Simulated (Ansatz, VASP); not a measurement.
**One calculation of Ga4RuPt, two programs**

```
Ga Ru Pt
1.0
     0.00000    3.59416    3.59416
     3.59416    0.00000    3.59416
     3.59416    3.59416    0.00000
Ga Ru Pt
4 1 1
Direct
  0.87525 0.37492 0.37492
  0.37492 0.37492 0.37492
  0.37492 0.87525 0.37492
  0.37492 0.37492 0.87525
  0.00000 0.00000 0.00000
  0.75000 0.75000 0.75000
```

Change from the starting cell: species swapped into the LuCdNi4 type (F-43m, No. 216).

Alike in both runs: functional PBE; k mesh 4 × 4 × 4; occupations gaussian, width 0.1 eV; no spin polarisation.

Ansatz relaxed the structure, and its values are those at the end. VASP's run is a single point on that final structure, the one shown.

```csv
,VASP,Ansatz
version,VASP 6.6.1,Ansatz 0.2.0
potentials or method,"VASP PAW PBE potentials, release 64 (Ga_d, Ru_pv, Pt), cutoff 520 eV","scalar-relativistic, plane waves, PAW"
valence electrons in the cell,76,86
```

```tsv
	VASP	Ansatz	Ansatz less VASP
gap on the k mesh at the Fermi level (eV)	none	none	-
pressure (GPa)	0.1	-0.1	-0.27
```

A gap of «none» marks a metal or a gap that the smearing closes. VASP's potentials hold 76 valence electrons a cell and Ansatz's 86, so a difference there can come from the potentials and not from the codes.

The k mesh is coarse, so the values compare programs but aren't converged. Neither program's run includes spin-orbit coupling.
